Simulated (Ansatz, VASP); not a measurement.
One calculation of Ga3Se, two programs

```
Ga Se
1.0
     4.32361    0.00000    0.00000
     0.00000    4.32361    0.00000
     0.00000    0.00000    4.32361
Ga Se
3 1
Cartesian
  0.0000 2.1618 2.1618
  2.1618 0.0000 2.1618
  2.1618 2.1618 0.0000
  0.0000 0.1333 0.0000
```

Alike in both runs: task single point; functional PBE; dispersion D3(BJ); k mesh 12 × 12 × 12; occupations gaussian, width 0.15 eV; no spin polarisation.

|  | VASP | Ansatz |
| --- | --- | --- |
| version | VASP 6.6.1 | Ansatz 0.2.0 |
| potentials or method | VASP PAW PBE potentials, release 64 (Ga_d, Se), cutoff 520 eV | scalar-relativistic, plane waves, PAW |
| valence electrons in the cell | 45 | 55 |

```csv
,VASP,Ansatz,Ansatz less VASP
gap on the k mesh at the Fermi level (eV),none,none,-
pressure (GPa),0.2,0.2,-0.07
"traceless stress, the component that is largest in VASP (GPa)",-0.13,-0.13,0.000
rms of the force components (eV/Å),0.068,0.067,-0.0013
```

Atom by atom the forces differ by 0.002 eV/Å (rms over components). A gap of «none» marks a metal or a gap that the smearing closes. VASP's potentials hold 45 valence electrons a cell and Ansatz's 55, so a difference there can come from the potentials and not from the codes.
